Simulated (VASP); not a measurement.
# BeS in VASP: further runs

The runs below take BeS through relaxation of cell and atoms, single point, with PBE.

All numbers are computed with VASP 6.6.1; they aren't measurements. Logs are shortened: lines on timing, memory, paths and dates and some standing lists are left out, and cuts for length are marked.

**1. The cell of the first run**

The structure is cubic, space group Fm-3m (No. 225). The conventional cell has a = 4.707 Å, b = 4.707 Å, c = 4.707 Å, α = 90.00°, β = 90.00°, γ = 90.00°. Within 3.1 Å of Be (site symmetry m-3m) lie 6 S at 2.35 Å. Within 3.1 Å of S (site symmetry m-3m) lie 6 Be at 2.35 Å.

**2. Relaxation of cell and atoms, PBE**

File INCAR:

```
PREC = Accurate
ENCUT = 600
EDIFF = 1E-7
ISMEAR = 0
SIGMA = 0.15
LREAL = False
LASPH = True
NELM = 120
ALGO = Normal
ISIF = 3
LWAVE = False
LCHARG = False
GGA = PE
IBRION = 2
NSW = 36
EDIFFG = -0.08
GGA_COMPAT = False
NELMIN = 4
```

File KPOINTS:

```
Automatic mesh
0
Gamma
  5 5 5
```

File POSCAR:

```
BeS
1.0
    0.0000000000      2.3536500200      2.3536500200
    2.3536500200      0.0000000000      2.3536500200
    2.3536500200      2.3536500200      0.0000000000
Be S
1 1
Direct
    0.0000000000      0.0000000000      0.0000000000
    0.5000000000      0.5000000000      0.5000000000
```

Potentials or basis: VASP PAW PBE potentials, release 64 (Be, S).

On the command line:

```sh
> cat potpaw_PBE.64/Be/POTCAR potpaw_PBE.64/S/POTCAR > POTCAR
> mpirun -np 1 vasp_std > vasp.out
```

OUTCAR:

```text
PREC = Accurate
   ENCUT = 600
   EDIFF = 1E-7
   ISMEAR = 0
   LREAL = False
   LASPH = True
   NELM = 120
   ISIF = 3
   GGA = PE
   IBRION = 2
   NSW = 36
   EDIFFG = -0.08
   NELMIN = 4

 ion  position               nearest neighbor table
   1  0.000  0.000  0.000-   2 2.35   2 2.35   2 2.35   2 2.35   2 2.35   2 2.35
   2  0.500  0.500  0.500-   1 2.35   1 2.35   1 2.35   1 2.35   1 2.35   1 2.35

  LATTYP: Found a face centered cubic cell.
 ALAT       =     4.7073000400

  Lattice vectors:

 A1 = (   0.0000000000,   2.3536500200,   2.3536500200)
 A2 = (   2.3536500200,   0.0000000000,   2.3536500200)
 A3 = (   2.3536500200,   2.3536500200,   0.0000000000)

Analysis of symmetry for initial positions (statically):
=====================================================================
 Subroutine PRICEL returns:
 Original cell was already a primitive cell.

 Routine SETGRP: Setting up the symmetry group for a
 face centered cubic supercell.

 Subroutine GETGRP returns: Found 48 space group operations
 (whereof 48 operations were pure point group operations)
 out of a pool of 48 trial point group operations.

The static configuration has the point symmetry O_h .

Analysis of symmetry for dynamics (positions and initial velocities):
=====================================================================
 Subroutine PRICEL returns:
 Original cell was already a primitive cell.

 Routine SETGRP: Setting up the symmetry group for a
 face centered cubic supercell.

 Subroutine GETGRP returns: Found 48 space group operations
 (whereof 48 operations were pure point group operations)
 out of a pool of 48 trial point group operations.

The dynamic configuration has the point symmetry O_h .

 Subroutine INISYM returns: Found 48 space group operations
 (whereof 48 operations are pure point group operations),
 and found     1 'primitive' translations

----------------------------------------------------------------------------------------

                                     Primitive cell

  volume of cell :      26.0769

[... 130 lines left out ...]
  Total       -0.7237039     -0.7237039     -0.7237039      0.0000000      0.0000000      0.0000000
  in kB      -44.4647467    -44.4647467    -44.4647467      0.0000000      0.0000000      0.0000000
  external PRESSURE =     -44.4647467 kB  Pullay stress =       0.0000000 kB

 VOLUME and BASIS-vectors are now :
 -----------------------------------------------------------------------------
  energy-cutoff  :      600.00
  volume of cell :       26.08
      direct lattice vectors                 reciprocal lattice vectors
     0.000000000  2.353650020  2.353650020    -0.212436002  0.212436002  0.212436002
     2.353650020  0.000000000  2.353650020     0.212436002 -0.212436002  0.212436002
     2.353650020  2.353650020  0.000000000     0.212436002  0.212436002 -0.212436002

 POSITION                                       TOTAL-FORCE (eV/Angst)
 -----------------------------------------------------------------------------------
      0.00000      0.00000      0.00000         0.000000     -0.000000     -0.000000
      2.35365      2.35365      2.35365        -0.000000      0.000000      0.000000
 -----------------------------------------------------------------------------------
    total drift:                                0.000000      0.000000      0.000000

  FREE ENERGIE OF THE ION-ELECTRON SYSTEM (eV)
  ---------------------------------------------------
  free  energy   TOTEN  =        -8.8308001137 eV

  energy  without entropy=       -8.8308001137  energy(sigma->0) =       -8.83080011

--------------------------------------- Ionic step        2  -------------------------------------------

 number of electron       7.9999999 magnetization

 Free energy of the ion-electron system (eV)
  ---------------------------------------------------
  ext. energy  EPLUGINS =         0.00000000
  ---------------------------------------------------
  free energy    TOTEN  =        -8.84695186 eV

  energy without entropy =       -8.84695186  energy(sigma->0) =       -8.84695186

 E-fermi :   7.1549     XC(G=0): -10.6278

 val. band max:        6.5067901374   @ k =  -0.2000   0.2000   0.0000
 cond. band min:       7.9495298446   @ k =   0.4000   0.4000   0.0000
 fundamental gap:      1.4427397072
 Fermi energy:         7.1549313506

 k-point     1 :       0.0000    0.0000    0.0000
  band No.  band energies     occupation
      1      -8.4542      2.00000
      2       6.3867      2.00000
      3       6.3867      2.00000
      4       6.3867      2.00000
      5      12.0369      0.00000
      6      15.5026      0.00000
      7      15.5026      0.00000
      8      15.5026      0.00000
[... 89 lines left out ...]
 k-point    10 :      -0.4000    0.4000    0.2000
  band No.  band energies     occupation
      1      -5.4540      2.00000
      2       0.8719      2.00000
      3       1.9871      2.00000
      4       3.5418      2.00000
      5      10.6941      0.00000
      6      12.6614      0.00000
      7      14.6932      0.00000
      8      17.5606      0.00000

------------------------ aborting loop because EDIFF is reached ----------------------------------------

  FORCE on cell =-STRESS in cart. coord.  units (eV):
  Direction    XX          YY          ZZ          XY          YZ          ZX
  --------------------------------------------------------------------------------------
  -------------------------------------------------------------------------------------
  Total        0.1279043      0.1279043      0.1279043     -0.0000000     -0.0000000      0.0000000
  in kB        8.2848531      8.2848531      8.2848531     -0.0000000     -0.0000000      0.0000000
  external PRESSURE =       8.2848531 kB  Pullay stress =       0.0000000 kB

 VOLUME and BASIS-vectors are now :
 -----------------------------------------------------------------------------
  energy-cutoff  :      600.00
  volume of cell :       24.73
      direct lattice vectors                 reciprocal lattice vectors
     0.000000000  2.312563063  2.312563063    -0.216210320  0.216210320  0.216210320
     2.312563063  0.000000000  2.312563063     0.216210320 -0.216210320  0.216210320
     2.312563063  2.312563063  0.000000000     0.216210320  0.216210320 -0.216210320

 POSITION                                       TOTAL-FORCE (eV/Angst)
 -----------------------------------------------------------------------------------
      2.31256      4.62513      2.31256        -0.000000     -0.000000      0.000000
      2.31256      2.31256      2.31256         0.000000      0.000000     -0.000000
 -----------------------------------------------------------------------------------
    total drift:                                0.000000      0.000000      0.000000

  FREE ENERGIE OF THE ION-ELECTRON SYSTEM (eV)
  ---------------------------------------------------
  free  energy   TOTEN  =        -8.8469518555 eV

  energy  without entropy=       -8.8469518555  energy(sigma->0) =       -8.84695186

 reached required accuracy - stopping structural energy minimisation
```

OSZICAR:

```text
N       E                     dE             d eps       ncg     rms          rms(c)
DAV:   1     0.240882816255E+02    0.24088E+02   -0.44818E+03   168   0.978E+02
DAV:   2    -0.795456806918E+01   -0.32043E+02   -0.31604E+02   216   0.128E+02
DAV:   3    -0.892373922632E+01   -0.96917E+00   -0.96917E+00   200   0.282E+01
[... 16 lines left out ...]
DAV:   5    -0.884695827135E+01    0.21858E-03   -0.36481E-04   208   0.160E-01    0.364E-02
DAV:   6    -0.884695210452E+01    0.61668E-05   -0.50503E-06   208   0.206E-02    0.319E-02
DAV:   7    -0.884695197755E+01    0.12697E-06   -0.50190E-07   216   0.743E-03    0.480E-03
DAV:   8    -0.884695186281E+01    0.11474E-06   -0.15833E-07   120   0.241E-03    0.296E-03
DAV:   9    -0.884695185554E+01    0.72685E-08   -0.69002E-09    80   0.885E-04
   2 F= -.88469519E+01 E0= -.88469519E+01  d E =-.161517E-01
```

It took 5.8 s on 1 thread of Intel Xeon Platinum 8375C at 2.90GHz (Ice Lake), shared host; peak memory 0.14 GiB.

What came out:

| Property | Result |
| --- | --- |
| Free energy | -8.8470 eV |
| Relaxed volume | 12.37 Å³/atom |
| Relaxed cell | a = 3.270 Å, b = 3.270 Å, c = 3.270 Å, α = 60.00°, β = 60.00°, γ = 60.00° |
| Space group after relaxing (to 0.05 Å) | Fm-3m (No. 225) |
| Energy gained by relaxing | 8.1 meV/atom |
| Ionic steps | 2 |
| Pressure after relaxing | 0.8 GPa |
| Band gap on the k mesh | 1.44 eV, indirect (least direct gap 4.26 eV) |

The path:
| step | energy change (eV) | largest force (eV/Å) | pressure (GPa) | volume (Å³) |
| --- | --- | --- | --- | --- |
| 1 | 0.0000 | 0.0000 | -4.45 | 26.08 |
| 2 | -0.0162 | 0.0000 | 0.83 | 24.73 |

Final structure:
```yaml
crystal:
  lattice:
    - [0.00000, 2.31256, 2.31256]
    - [2.31256, 0.00000, 2.31256]
    - [2.31256, 2.31256, 0.00000]
  atoms:
    - { symbol: Be, position: [0.00000, 0.00000, 0.00000] }
    - { symbol: S, position: [0.50000, 0.50000, 0.50000] }
```

Caveat: the k points lie up to 0.47 Å⁻¹ apart in the final cell. A hybrid or GW would open this gap; PBE tends to underestimate it.

**3. Single point, PBE**

This run uses another cell than the first one, of 12.41 Å³/atom, 0.952 times its volume.

File INCAR:

```
SYSTEM = BeS
PREC = Accurate ; ENCUT = 600
EDIFF = 1E-6 ; ISMEAR = 0
SIGMA = 0.15 ; LREAL = .False.
LASPH = .True. ; NELM = 120
ALGO = Normal ; ISIF = 2
LWAVE = .False. ; LCHARG = .True.
GGA = PE ; LELF = .True.
LVHAR = .True. ; NBANDS = 11
GGA_COMPAT = .False.
```

File KPOINTS:

```
regular mesh
0
Gamma
  6 6 6
  0 0 0
```

File POSCAR:

```
BeS
1.0
   -1.6387101059      2.3114420659      1.6386893443
    1.6387101059     -2.3114420659      1.6386893443
    1.6387101059      2.3114420659     -1.6386893443
Be S
1 1
Direct
    0.5000000000      0.0000000000      0.5000000000
    0.0000000000      0.0000000000      0.0000000000
```

Potentials or basis: VASP PAW PBE potentials, release 64 (Be, S).

On the command line:

```sh
> cat potpaw_PBE.64/Be/POTCAR potpaw_PBE.64/S/POTCAR > POTCAR
> mpirun -np 1 vasp_std > vasp.out
```

Wall time 10 s (1 thread of Intel Xeon Platinum 8375C at 2.90GHz (Ice Lake), shared host); peak memory 0.15 GiB.

The run converged. Its results:

```
Free energy            : -8.8790 eV
Pressure               : 0.1 GPa
Band gap on the k mesh : 0.96 eV, indirect (least direct gap 4.14 eV)
```

Stress tensor (GPa, compression positive):
```
-0.03  0.00  0.00
 0.00  0.23  0.00
 0.00  0.00 -0.02
```

Levels at points of the mesh, in eV from the valence-band top:
```csv
k point,band 1,band 2,band 3,band 4,band 5,band 6,band 7,band 8,band 9
"(0.00, 0.00, 0.00)",-15.10,-0.31,-0.28,-0.28,5.32,8.82,8.82,8.85,9.57
"(0.50, 0.00, 0.00)",-12.84,-7.22,-0.51,-0.49,3.93,3.94,4.14,10.21,15.51
"(0.00, 0.50, 0.00)",-11.80,-6.78,-3.19,-3.15,0.99,4.34,11.75,11.84,13.59
"(0.50, 0.50, 0.00)",-12.84,-7.22,-0.51,-0.49,3.93,3.94,4.14,10.21,15.51
"(0.50, 0.50, 0.50)",-11.77,-6.78,-3.18,-3.18,0.96,4.33,11.78,11.78,13.65
```

Caveat: the k points lie up to 0.45 Å⁻¹ apart.

**4. Single point, PBE**

This run uses another cell than the first one, of 12.56 Å³/atom, 0.963 times its volume.

File INCAR:

```
PREC     = Accurate       # precision mode
ENCUT    = 600            # plane-wave cutoff, eV
EDIFF    = 1E-6           # SCF threshold, eV
ISMEAR   = 0              # smearing method
SIGMA    = 0.15           # smearing width, eV
LREAL    = F              # projectors in reciprocal space
LASPH    = T              # aspherical terms in the spheres
NELM     = 120            # most SCF steps
ALGO     = Normal         # electronic algorithm
ISIF     = 2              # what is computed and relaxed
LWAVE    = F              # write WAVECAR
LCHARG   = F              # write CHGCAR
GGA      = PE             # functional
NBANDS   = 11             # bands
GGA_COMPAT= F
```

File KPOINTS:

```
Automatic mesh
0
Gamma
  5 5 5
```

File POSCAR:

```
BeS
1.0
    0.0000000000      2.3244134573      2.3244134573
    2.3244134573      0.0000000000      2.3244134573
    2.3244134573      2.3244134573      0.0000000000
Be S
1 1
Direct
    0.0000000000      0.0000000000      0.0000000000
    0.5000000000      0.5000000000      0.5000000000
```

Potentials or basis: VASP PAW PBE potentials, release 64 (Be, S).

On the command line:

```sh
> cat potpaw_PBE.64/Be/POTCAR potpaw_PBE.64/S/POTCAR > POTCAR
> mpirun -np 1 vasp_std > vasp.out
```

OUTCAR:

```text
PREC = Accurate
   ENCUT = 600
   EDIFF = 1E-6
   ISMEAR = 0
   LREAL = F
   LASPH = T
   NELM = 120
   ISIF = 2
   GGA = PE

 ion  position               nearest neighbor table
   1  0.000  0.000  0.000-   2 2.32   2 2.32   2 2.32   2 2.32   2 2.32   2 2.32
   2  0.500  0.500  0.500-   1 2.32   1 2.32   1 2.32   1 2.32   1 2.32   1 2.32

  LATTYP: Found a face centered cubic cell.
 ALAT       =     4.6488269146

  Lattice vectors:
[... 309 lines left out ...]
     10      20.2733      0.00000
     11      23.6532      0.00000

------------------------ aborting loop because EDIFF is reached ----------------------------------------

  FORCE on cell =-STRESS in cart. coord.  units (eV):
  Direction    XX          YY          ZZ          XY          YZ          ZX
  --------------------------------------------------------------------------------------
  -------------------------------------------------------------------------------------
  Total       -0.1287526     -0.1287526     -0.1287526     -0.0000000      0.0000000      0.0000000
  in kB       -8.2129008     -8.2129008     -8.2129008     -0.0000000      0.0000000      0.0000000
  external PRESSURE =      -8.2129008 kB  Pullay stress =       0.0000000 kB

 VOLUME and BASIS-vectors are now :
 -----------------------------------------------------------------------------
  energy-cutoff  :      600.00
  volume of cell :       25.12
      direct lattice vectors                 reciprocal lattice vectors
     0.000000000  2.324413457  2.324413457    -0.215108030  0.215108030  0.215108030
     2.324413457  0.000000000  2.324413457     0.215108030 -0.215108030  0.215108030
     2.324413457  2.324413457  0.000000000     0.215108030  0.215108030 -0.215108030

 POSITION                                       TOTAL-FORCE (eV/Angst)
 -----------------------------------------------------------------------------------
      0.00000      0.00000      0.00000        -0.000000     -0.000000      0.000000
      2.32441      2.32441      2.32441         0.000000      0.000000      0.000000
 -----------------------------------------------------------------------------------
    total drift:                                0.000000      0.000000      0.000000

  FREE ENERGIE OF THE ION-ELECTRON SYSTEM (eV)
  ---------------------------------------------------
  free  energy   TOTEN  =        -8.8468887338 eV

  energy  without entropy=       -8.8468887338  energy(sigma->0) =       -8.84688873
```

OSZICAR:

```text
N       E                     dE             d eps       ncg     rms          rms(c)
DAV:   1     0.247160486747E+02    0.24716E+02   -0.42517E+03   220   0.705E+02
DAV:   2    -0.733255021430E+01   -0.32049E+02   -0.30549E+02   286   0.132E+02
DAV:   3    -0.892284835190E+01   -0.15903E+01   -0.15841E+01   276   0.262E+01
DAV:   4    -0.893280645399E+01   -0.99581E-02   -0.99559E-02   293   0.245E+00
DAV:   5    -0.893287059742E+01   -0.64143E-04   -0.64142E-04   270   0.195E-01    0.614E+00
DAV:   6    -0.884752709582E+01    0.85344E-01   -0.20952E-01   246   0.190E+00    0.414E+00
DAV:   7    -0.884605282774E+01    0.14743E-02   -0.71489E-02   275   0.128E+00    0.169E+00
DAV:   8    -0.884689723607E+01   -0.84441E-03   -0.63613E-03   238   0.392E-01    0.344E-01
DAV:   9    -0.884687634715E+01    0.20889E-04   -0.17315E-04   267   0.835E-02    0.721E-02
DAV:  10    -0.884688764522E+01   -0.11298E-04   -0.24522E-05   238   0.265E-02    0.730E-03
DAV:  11    -0.884688876500E+01   -0.11198E-05   -0.48724E-06   244   0.120E-02    0.451E-03
DAV:  12    -0.884688873381E+01    0.31199E-07   -0.16632E-07   128   0.274E-03
   1 F= -.88468887E+01 E0= -.88468887E+01  d E =-.219885E-11
```

Wall time 8.9 s (1 thread of Intel Xeon Platinum 8259CL at 2.50GHz (Skylake/Cascade Lake), shared host); peak memory 0.14 GiB.

Results:

| Quantity | Value |
| --- | --- |
| Free energy | -8.8469 eV |
| Pressure | -0.8 GPa |
| Band gap on the k mesh | 1.43 eV, indirect (least direct gap 4.20 eV) |

Caveat: the k points lie up to 0.47 Å⁻¹ apart.

**5. Summary**

| task | cell | k mesh | gap on the mesh (eV) | pressure (GPa) |
| --- | --- | --- | --- | --- |
| relaxation of cell and atoms | relaxed from a = 3.329 Å, angles 60.0°, 2 atoms | 5 × 5 × 5 | 1.44 | 0.8 |
| single point | a = 3.273 Å, angles 119.9, 90.1, 119.9°, 2 atoms | 6 × 6 × 6 | 0.96 | 0.1 |
| single point | a = 3.287 Å, angles 60.0°, 2 atoms | 5 × 5 × 5 | 1.43 | -0.8 |

Alike in all rows: level PBE; potentials or basis VASP PAW PBE potentials, release 64 (Be, S); no spin polarisation; cutoff (eV) 600; smearing gaussian 0.15 eV.

Caveats: all runs use coarse meshes.

Absolute energies hang on the potentials; compare differences alone.
